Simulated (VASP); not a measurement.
Set up this calculation in VASP 6.6.1, as the native input.

```yaml
Task: single point
Functional: PBEsol
Potentials_or_basis: VASP PAW PBE potentials, release 64 (Ta_sv_GW, N)
Cutoff: 700 eV
k_mesh: 20 × 20 × 20
Occupations: gaussian, width 0.15 eV
Spin: no spin polarisation
Dipole_correction: no
Further_INCAR_settings: ALGO = Normal; EDIFF = 1e-06; NBANDS = 16
```

The structure of TaN lies in POSCAR:

```
TaN
1.0
    0.2763584433      2.3532004517      2.3532004517
    2.3532004517      0.2763584433      2.3532004517
    2.3532004517      2.3532004517      0.2763584433
Ta N
1 1
Direct
    0.5000000000      0.5000000000      0.5000000000
    0.0000000000      0.0000000000      0.0000000000
```

One way to write it, as run:

INCAR

```
SYSTEM = TaN
ALGO = Normal ; EDIFF = 1E-6
ENCUT = 700 ; GGA = PS
GGA_COMPAT = .FALSE. ; ISIF = 2
ISMEAR = 0 ; LASPH = .TRUE.
LCHARG = .FALSE. ; LREAL = .FALSE.
LWAVE = .FALSE. ; NBANDS = 16
NELM = 120 ; PREC = Accurate
SIGMA = 0.15
```

KPOINTS

```
k-points
0
G
  20 20 20
  0 0 0
```

Potentials or basis: VASP PAW PBE potentials, release 64 (Ta_sv_GW, N).

The run is started by

```console
$ cat potpaw_PBE.64/Ta_sv_GW/POTCAR potpaw_PBE.64/N/POTCAR > POTCAR
$ mpirun -np 1 vasp_std > vasp.out
```

Results of the run:

```json
{
  "Pressure": "-7.2 GPa",
  "Band gap on the k mesh": "zero (bands 9 and 10 overlap by 2.14 eV)"
}
```

Caveat: the cell stands under tension; the PAW data sets were made with another functional, which shifts forces and pressure a little; spin-orbit coupling is left out, which moves the levels of the heavy elements.

Wall time 8.6 min on 1 thread of AMD EPYC 7R43 64-Core Processor (Zen 3), on a shared host, peak memory 0.53 GiB.
